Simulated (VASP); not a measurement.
Input of a VASP 6.6.1 run:

INCAR

```
SYSTEM = Ir
PREC     = Accurate       ! precision mode
ENCUT    = 520            ! plane-wave cutoff, eV
EDIFF    = 1E-6           ! SCF threshold, eV
ISMEAR   = 0              ! smearing method
SIGMA    = 0.1            ! smearing width, eV
LREAL    = .FALSE.        ! projectors in reciprocal space
LASPH    = .TRUE.         ! aspherical terms in the spheres
NELM     = 80             ! most SCF steps
ALGO     = Normal         ! electronic algorithm
ISIF     = 2              ! what is computed and relaxed
LWAVE    = .FALSE.        ! write WAVECAR
LCHARG   = .FALSE.        ! write CHGCAR
LDIPOL   = .TRUE.       
IDIPOL   = 3            
DIPOL    = 0.5 0.5 0.500
GGA      = PE             ! functional
IBRION   = 2              ! ionic algorithm
NSW      = 60             ! ionic steps
EDIFFG   = -0.04          ! ionic threshold
```

File KPOINTS:

```
regular mesh
0
G
  9 9 1
  0 0 0
```

The input POSCAR:

```
Ir
1.0
    2.7148657800      0.0000000000      0.0000000000
    0.0000000000      2.7148657800      0.0000000000
    0.0000000000      0.0000000000     29.5984999780
Ir
6
Selective dynamics
Direct
    0.5000000000      0.5000000000      0.3378549591  F F F
    0.0000000000      0.0000000000      0.4027129773  F F F
    0.5000000000      0.5000000000      0.4675709956  F F F
    0.0000000000      0.0000000000      0.5324290044  T T T
    0.5000000000      0.5000000000      0.5972870227  T T T
    0.0000000000      0.0000000000      0.6621450409  T T T
```

Potentials or basis: VASP PAW PBE potentials, release 64 (Ir).

Command:

```sh
$ cat potpaw_PBE.64/Ir/POTCAR > POTCAR
$ mpirun -np 1 vasp_std > vasp.out
```

Predict the band gap on the k mesh.

zero (bands 27 and 28 overlap by 2.00 eV).

Predict the energy gained by relaxing.

7.0 meV/atom.

Step by step:
| step | energy change (eV) | largest force on free atoms (eV/Å) | pressure (GPa) |
| --- | --- | --- | --- |
| 1 | 0.0000 | 1.0270 | -0.40 |
| 2 | -0.0367 | 0.2618 | 0.02 |
| 3 | -0.0369 | 0.2600 | -0.02 |
| 4 | -0.0392 | 0.1028 | -0.05 |
| 5 | -0.0395 | 0.1149 | -0.06 |
| 6 | -0.0404 | 0.0871 | -0.15 |
| 7 | -0.0421 | 0.0422 | -0.40 |
| 8 | -0.0422 | 0.0323 | -0.49 |

Caveat: spin-orbit coupling is left out, which moves the levels of the heavy elements.
